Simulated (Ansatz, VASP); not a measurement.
# SiNi3 in VASP and in Ansatz

File INCAR:

```
PREC     = Accurate       # precision mode
ENCUT    = 520            # plane-wave cutoff, eV
EDIFF    = 1E-6           # SCF threshold, eV
ISMEAR   = 0              # smearing method
SIGMA    = 0.15           # smearing width, eV
LREAL    = False          # projectors in reciprocal space
LASPH    = True           # aspherical terms in the spheres
NELM     = 60             # most SCF steps
ALGO     = Fast           # electronic algorithm
ISIF     = 2              # what is computed and relaxed
LWAVE    = False          # write WAVECAR
LCHARG   = False          # write CHGCAR
GGA      = PE             # functional
NBANDS   = 25             # bands
```

Contents of KPOINTS:

```
Automatic mesh
0
Gamma
  14 14 14
```

File POSCAR:

```
SiNi3
1.0
    3.3309466589      0.0000000000      0.0000000000
    0.0000000000      3.3309466589      0.0000000000
    0.0000000000      0.0000000000      3.6815726229
Si Ni
1 3
Direct
    0.0000000000      0.0000000000      0.0000000000
    0.0000000000      0.5000000000      0.5000000000
    0.5000000000      0.0000000000      0.5000000000
    0.5000000000      0.5000000000      0.0000000000
```

Input for Ansatz:

```yaml
crystal:
  lattice:
    - [3.3309466589, 0.0, 0.0]
    - [0.0, 3.3309466589, 0.0]
    - [0.0, 0.0, 3.6815726229]
  atoms:
    - { symbol: Si, position: [0.0, 0.0, 0.0] }
    - { symbol: Ni, position: [0.0, 0.5, 0.5] }
    - { symbol: Ni, position: [0.5, 0.0, 0.5] }
    - { symbol: Ni, position: [0.5, 0.5, 0.0] }
basis:
  ecutwfc: 420
kpoints:
  mp_grid: { grid: [14, 14, 14] }
hamiltonian:
  xc: pbe
scf:
  occupations: { method: gaussian, width: 0.15 }
output:
  forces: true
  stress: true
  eigenvalues: true
```

Change from the starting cell: strain -0.050 along x and y, +0.050 along z, atoms carried along.

Alike in both runs: task single point; functional PBE; k mesh 14 × 14 × 14; occupations gaussian, width 0.15 eV; no spin polarisation.

```csv
,VASP,Ansatz
version,VASP 6.6.1,Ansatz 0.2.0
potentials or method,"VASP PAW PBE potentials, release 64 (Si, Ni), cutoff 520 eV","scalar-relativistic, plane waves, PAW"
valence electrons in the cell,34,58
```

VASP gave:

* gap on the k mesh at the Fermi level (eV): none
* pressure (GPa): 14.2
* traceless stress, the component that is largest in VASP (GPa): -14.69

Q: What did Ansatz give for the same quantities?

A: gap on the k mesh at the Fermi level (eV): none; pressure (GPa): 14.3; traceless stress, the component that is largest in VASP (GPa): -14.96.

A gap of «none» marks a metal or a gap that the smearing closes. VASP's potentials hold 34 valence electrons a cell and Ansatz's 58, so a difference there can come from the potentials and not from the codes.
